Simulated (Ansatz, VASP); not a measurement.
## SnSe in VASP and in Ansatz

```
Sn Se
1.0
     0.00000    2.96932    2.96932
     2.96932    0.00000    2.96932
     2.96932    2.96932    0.00000
Sn Se
1 1
Direct
  0.00000 0.00000 0.00000
  0.50000 0.50000 0.50000
```

Alike in both runs: task single point; functional r2SCAN; k mesh 8 × 8 × 8; occupations fermi-dirac, width 0.05 eV; no spin polarisation.

```csv
,VASP,Ansatz
version,VASP 6.6.1,Ansatz 0.2.0
potentials or method,"VASP PAW PBE potentials, release 64 (Sn_d, Se)",Ansatz PAW
plane-wave cutoff (eV),520,500
valence electrons in the cell,20,30
```

```csv
,VASP,Ansatz,Ansatz less VASP
gap on the k mesh at the Fermi level (eV),0.65,0.65,0.000
least direct gap on the mesh (eV),0.65,0.65,0.000
pressure (GPa),2.2,2.2,-0.02
```

VASP's potentials were made for PBE, not for r2SCAN. The functional is the same, so the differences come from potentials, cutoffs and numerics. VASP's potentials hold 20 valence electrons a cell and Ansatz's 30, so a difference there can come from the potentials and not from the codes.
